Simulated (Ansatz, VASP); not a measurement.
Two plane-wave programs on Mg

File INCAR:

```
PREC = Accurate ; ENCUT = 520
EDIFF = 1E-6 ; ISMEAR = 0
SIGMA = 0.1 ; LREAL = F
LASPH = T ; NELM = 60
ALGO = Normal ; ISIF = 2
LWAVE = F ; LCHARG = F
GGA = PE ; NBANDS = 7
```

The input KPOINTS:

```
regular mesh
0
Gamma
  16 16 16
```

Contents of POSCAR:

```
Mg
1.0
    0.0000000000      2.3296723834      2.3296723834
    2.3296723834      0.0000000000      2.3296723834
    2.3296723834      2.3296723834      0.0000000000
Mg
1
Direct
    0.0000000000      0.0000000000      0.0000000000
```

Input for Ansatz:

```yaml
crystal:
  lattice:
    - [0.0, 2.3296723834, 2.3296723834]
    - [2.3296723834, 0.0, 2.3296723834]
    - [2.3296723834, 2.3296723834, 0.0]
  atoms:
    - { symbol: Mg, position: [0.0, 0.0, 0.0] }
basis:
  ecutwfc: 420
kpoints:
  mp_grid: { grid: [16, 16, 16] }
hamiltonian:
  xc: pbe
scf:
  occupations: { method: gaussian, width: 0.1 }
output:
  forces: true
  stress: true
  eigenvalues: true
```

Alike in both runs: task single point; functional PBE; k mesh 16 × 16 × 16; occupations gaussian, width 0.1 eV; no spin polarisation.

|  | VASP | Ansatz |
| --- | --- | --- |
| version | VASP 6.6.1 | Ansatz 0.2.0 |
| potentials or method | VASP PAW PBE potentials, release 64 (Mg), cutoff 520 eV | scalar-relativistic, plane waves, PAW |
| valence electrons in the cell | 2 | 10 |

Ansatz gave:

* gap on the k mesh at the Fermi level (eV): none
* pressure (GPa): -2.6

Task: What did VASP give for the same quantities?

Result: gap on the k mesh at the Fermi level (eV): none; pressure (GPa): -2.8.

A gap of «none» marks a metal or a gap that the smearing closes. VASP's potentials hold 2 valence electrons a cell and Ansatz's 10, so a difference there can come from the potentials and not from the codes.
